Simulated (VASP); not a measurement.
Crystal: HfH3F.

```
CELL_PARAMETERS angstrom
3.56360 0.00000 0.00000
0.00000 3.56360 0.00000
0.00000 0.00000 3.56360
ATOMIC_POSITIONS crystal
Hf 0.50000 0.50000 0.50000
H 0.50000 0.50000 0.00000
H 0.00000 0.50000 0.50000
H 0.50000 0.00000 0.50000
F 0.00000 0.00000 0.00000
```

The cell was built from a structure type or drawn by symmetry, and may not be a known phase.

```yaml
Program: VASP 6.6.1
Task: relaxation of cell and atoms
Functional: PBE
Potentials_or_basis: VASP PAW PBE potentials, release 64 (Hf_pv, H, F)
Cutoff: 600 eV
k_mesh: 3 × 3 × 3
Occupations: gaussian, width 0.15 eV
Spin: no spin polarisation
```

At the start: pressure 14.9 GPa; volume 9.05 Å³/atom.

Task: Where does the relaxation end?

Result: Over 3 steps the energy falls by 54.8 meV/atom and the volume is 10.38 Å³/atom (+14.7 %); space group Pm-3m (No. 221, to 0.1 Å) before and after.

The path:
```
step  energy change (eV)  largest force (eV/Å)  pressure (GPa)  volume (Å³)
   1              0.0000                0.0000           14.92        45.26
   2             -0.2707                0.0000            1.40        51.00
   3             -0.2742                0.0000           -0.13        51.90
```

Final structure:
```
Hf H F
1.0
     3.73015    0.00000    0.00000
     0.00000    3.73015    0.00000
     0.00000    0.00000    3.73015
Hf H F
1 3 1
Direct
  0.50000 0.50000 0.50000
  0.50000 0.50000 0.00000
  0.00000 0.50000 0.50000
  0.50000 0.00000 0.50000
  0.00000 0.00000 0.00000
```

Caveat: the k points lie up to 0.56 Å⁻¹ apart in the final cell.
